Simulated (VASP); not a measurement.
Set up this calculation in VASP 6.6.1, as the native input.

* Task: single point
* Functional: LDA
* Potentials or basis: VASP PAW LDA potentials, release 64 (Ni, O)
* Cutoff: 600 eV
* k mesh: 10 × 10 × 10
* Occupations: gaussian, width 0.05 eV
* Spin: collinear spin, ferromagnetic start
* Starting moments: [1.84, 0.28] μB
* Hubbard terms: Ni d U = 6.2 eV
* Dipole correction: no
* Further INCAR settings: ALGO = Normal; EDIFF = 1e-06; NBANDS = 19

The structure of NiO lies in POSCAR:

```
NiO
1.0
    0.0000000000      2.0434116529      2.0434116529
    2.0434116529      0.0000000000      2.0434116529
    2.0434116529      2.0434116529      0.0000000000
Ni O
1 1
Direct
    0.0000000000      0.0000000000      0.0000000000
    0.5000000000      0.5000000000      0.5000000000
```

These files were run (other wordings do the same):

INCAR

```
  PREC = Accurate
  ENCUT = 600
  EDIFF = 1E-6
  ISMEAR = 0
  SIGMA = 0.05
  LREAL = F
  LASPH = T
  NELM = 200
  ALGO = Normal
  ISIF = 2
  LWAVE = F
  LCHARG = T
  ISPIN = 2
  MAGMOM = 1.84 0.28
  LORBIT = 11
  LMAXMIX = 4
  LDAU = T
  LDAUTYPE = 2
  LDAUL = 2 -1
  LDAUU = 6.2 0
  LDAUJ = 0 0
  LDAUPRINT = 1
  LELF = T
  LVHAR = T
  NBANDS = 19
  GGA_COMPAT = F
```

KPOINTS

```
regular mesh
0
Gamma
  10 10 10
```

Potentials or basis: VASP PAW LDA potentials, release 64 (Ni, O).

The run is started by

```sh
$ cat potpaw_LDA.64/Ni/POTCAR potpaw_LDA.64/O/POTCAR > POTCAR
$ mpirun -np 1 vasp_std > vasp.out
```

Results of the run:

The pressure is -4.7 GPa, the band gap on the k mesh is 1.63 eV (least direct gap 2.47 eV) and the net moment is 2.00 μB per cell. The site moments are Ni +1.78; O +0.21 μB and the valence electrons inside the program's atomic spheres are Ni 9.18; O 5.02.

Caveat: the cell stands under tension; a cell with one magnetic atom can't hold antiferromagnetic order, which such compounds often take.

Wall time 26 s on 1 thread of Intel Xeon 8259CL, with other jobs on the host, peak memory 0.16 GiB.
